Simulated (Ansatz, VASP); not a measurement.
## Two plane-wave programs on HfO2

```
Hf O
1.0
     5.11396    0.00000    0.00000
     0.00000    5.19907    0.00000
     0.00000    0.00000    4.92327
Hf O
4 8
Direct
  0.22259 0.78180 0.27207
  0.72259 0.71820 0.72793
  0.77741 0.21820 0.27207
  0.27741 0.28180 0.72793
  0.18682 0.16365 0.10453
  0.68682 0.33635 0.89547
  0.81318 0.83635 0.10453
  0.31318 0.66365 0.89547
  0.00000 0.50000 0.48905
  0.50000 0.00000 0.51095
  0.00000 0.00000 0.57562
  0.50000 0.50000 0.42438
```

Alike in both runs: task single point; functional PBE; k mesh 5 × 5 × 6; occupations fermi-dirac, width 0.05 eV; no spin polarisation.

|  | VASP | Ansatz |
| --- | --- | --- |
| version | VASP 6.6.1 | Ansatz 0.2.0 |
| potentials or method | VASP PAW PBE potentials, release 64 (Hf_pv, O) | Ansatz PAW |
| plane-wave cutoff (eV) | 520 | 420 |
| valence electrons in the cell | 88 | 152 |

Ansatz gave:

* gap on the k mesh at the Fermi level (eV): 3.80
* least direct gap on the mesh (eV): 3.80
* pressure (GPa): 4.5
* traceless stress, the component that is largest in VASP (GPa): -0.02
* rms of the force components (eV/Å): 0.035

Task: Which values does VASP return?

Result: gap on the k mesh at the Fermi level (eV): 3.77; least direct gap on the mesh (eV): 3.77; pressure (GPa): 1.2; traceless stress, the component that is largest in VASP (GPa): 0.18; rms of the force components (eV/Å): 0.023.

Atom by atom the forces differ by 0.040 eV/Å (rms over components). VASP's potentials hold 88 valence electrons a cell and Ansatz's 152, so a difference there can come from the potentials and not from the codes.

Neither program's run includes spin-orbit coupling. Noted on Ansatz's run: odd divisions of the mesh miss points on the zone boundary, where band edges often lie, so the gap on the mesh can be too wide.
